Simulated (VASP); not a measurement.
# Ba: single point with PBE

Ba:

```
Ba
1.0
     4.03041    0.00000    0.00000
     0.00000    4.03041    0.00000
     0.00000    0.00000    3.74143
Ba
1
Direct
  0.50000 0.50000 0.50000
```

This cell differs from its parent crystal: strained.

```
Program             : VASP 6.6.1
Task                : single point
Functional          : PBE
Potentials or basis : VASP PAW PBE potentials, release 64 (Ba_sv)
Cutoff              : 520 eV
k mesh              : 10 × 10 × 12
Occupations         : gaussian, width 0.1 eV
Spin                : no spin polarisation
```

```yaml
Pressure: 0.3 GPa
Band_gap_on_the_k_mesh: zero (bands 5 and 6 overlap by 0.25 eV)
```

Stress tensor (GPa, compression positive):
```
-0.62  0.00  0.00
 0.00 -0.62  0.00
 0.00  0.00  2.04
```

Levels at points of the mesh, in eV from the Fermi level:
| k point | band 1 | band 2 | band 3 | band 4 | band 5 | band 6 | band 7 | band 8 | band 9 | band 10 |
| --- | --- | --- | --- | --- | --- | --- | --- | --- | --- | --- |
| (0.00, 0.00, 0.00) | -29.14 | -14.02 | -14.02 | -13.81 | -2.55 | 0.02 | 0.05 | 4.61 | 5.14 | 5.14 |
| (0.50, 0.00, 0.00) | -29.09 | -14.63 | -13.96 | -13.76 | -0.78 | 0.51 | 0.74 | 2.51 | 3.26 | 5.36 |
| (0.50, 0.50, 0.00) | -29.05 | -14.54 | -14.54 | -13.71 | -0.92 | 0.44 | 3.21 | 3.21 | 3.66 | 3.66 |
| (0.00, 0.00, 0.50) | -29.03 | -14.88 | -13.91 | -13.91 | -0.40 | 0.87 | 1.08 | 2.23 | 2.23 | 5.02 |
| (0.50, 0.00, 0.50) | -28.99 | -14.79 | -14.46 | -13.85 | -1.05 | 0.90 | 2.66 | 3.20 | 3.55 | 3.61 |
| (0.50, 0.50, 0.50) | -28.94 | -14.71 | -14.39 | -14.39 | -0.21 | -0.21 | 0.32 | 3.99 | 6.27 | 6.69 |

It took 31 s on 1 thread of Intel(R) Xeon(R) 6975P-C (Granite Rapids), on a shared host, peak memory 0.22 GiB.

Caveat: the cell differs from its parent crystal (strained); spin-orbit coupling is left out, which moves the levels of the heavy elements.
